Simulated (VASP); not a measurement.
Wanted: the native input for a VASP 6.6.1 run.

| Item | Value |
| --- | --- |
| Task | single point |
| Functional | PBEsol |
| Potentials or basis | VASP PAW PBE potentials, release 64 (Sn_d, Te) |
| Cutoff | 520 eV |
| k mesh | 11 × 11 × 11 |
| Occupations | fermi-dirac, width 0.08 eV |
| Spin | no spin polarisation |
| Dipole correction | no |
| Further INCAR settings | ALGO = Normal; EDIFF = 1e-06; NBANDS = 17 |

The structure of SnTe (rocksalt type) lies in POSCAR:

```
SnTe
1.0
    0.0000000000      2.7088480152      2.7088480152
    2.7088480152      0.0000000000      2.7088480152
    2.7088480152      2.7088480152      0.0000000000
Sn Te
1 1
Direct
    0.0000000000      0.0000000000      0.0000000000
    0.5000000000      0.5000000000      0.5000000000
```

This cell differs from its parent crystal: volume scaled by 0.64.

These files were run (other wordings do the same):

INCAR

```
SYSTEM = SnTe
  PREC = Accurate
  ENCUT = 520
  EDIFF = 1E-6
  ISMEAR = -1
  SIGMA = 0.08
  LREAL = .False.
  LASPH = .True.
  NELM = 60
  ALGO = Normal
  ISIF = 2
  LWAVE = .False.
  LCHARG = .True.
  GGA = PS
  LELF = .True.
  LVHAR = .True.
  NBANDS = 17
```

KPOINTS

```
regular mesh
0
Gamma
  11 11 11
  0 0 0
```

Potentials or basis: VASP PAW PBE potentials, release 64 (Sn_d, Te).

Command:

```bash
$ cat potpaw_PBE.64/Sn_d/POTCAR potpaw_PBE.64/Te/POTCAR > POTCAR
$ mpirun -np 1 vasp_std > vasp.out
```

It gave:

| Item | Value |
| --- | --- |
| Pressure | 56.6 GPa |

Caveat: the PAW data sets were made with another functional, which shifts forces and pressure a little.

Run time: 58 s on 1 thread of Intel Xeon 8259CL, with other jobs on the host, peak memory 0.18 GiB.
